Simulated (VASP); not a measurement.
# BiTe: single point with r2SCAN

BiTe:

```xyz
2
Lattice="0.0500 3.5471 3.5534 3.5989 -0.0091 3.6126 3.5948 3.6022 -0.0051" Properties=species:S:1:pos:R:3 pbc="T T T"
Bi    0.0630    0.1905    0.0965
Te    1.7479    1.5946    1.6937
```

This cell differs from its parent crystal: atoms moved at random and the cell strained at random.

| Quantity | Value |
| --- | --- |
| Program | VASP 6.6.1 |
| Task | single point |
| Functional | r2SCAN |
| Potentials or basis | VASP PAW PBE potentials, release 64 (Bi_d, Te) |
| Cutoff | 520 eV |
| k mesh | 8 × 8 × 8 |
| Occupations | gaussian, width 0.05 eV |
| Spin | no spin polarisation |

```
Pressure      : 1.9 GPa
Largest force : 1.183 eV/Å
```

Forces in eV/Å, atoms in the order of the input:
```
Bi  -0.549 -0.875 -0.575
Te   0.549  0.875  0.575
```

Stress tensor (GPa, compression positive):
```
1.95 1.29 2.62
1.29 1.95 1.09
2.62 1.09 1.93
```

Levels at points of the mesh, in eV from the Fermi level:
```
           k point  band 8  band 9  band 10  band 11  band 12  band 13  band 14  band 15
(0.00, 0.00, 0.00)   -3.93   -2.27    -1.91    -0.48    -0.37     1.56     3.51     6.67
(0.50, 0.00, 0.00)   -4.21   -3.73    -2.66    -0.20     2.34     2.49     5.19     6.68
(0.00, 0.50, 0.00)   -3.90   -3.19    -2.44    -0.16     2.48     2.67     5.33     6.07
(0.50, 0.50, 0.00)   -4.07   -3.85    -1.98    -0.58     2.90     3.86     5.15     6.34
(0.00, 0.00, 0.50)   -4.18   -3.54    -2.52    -0.19     2.36     2.47     5.22     6.39
(0.50, 0.00, 0.50)   -4.55   -3.73    -2.28    -0.15     2.76     4.24     4.83     6.77
(0.00, 0.50, 0.50)   -3.98   -3.92    -1.85    -0.78     3.04     3.70     5.08     6.42
(0.50, 0.50, 0.50)   -3.46   -2.96    -2.60     0.92     1.80     3.58     5.05     5.60
```

It took 16 min on 1 thread of AMD EPYC 9R45 96-Core Processor (Zen 5), on a shared host, peak memory 0.55 GiB.

Caveat: the cell differs from its parent crystal (atoms moved at random and the cell strained at random); the PAW data sets were made with another functional, which shifts forces and pressure a little; spin-orbit coupling is left out, which moves the levels of the heavy elements.
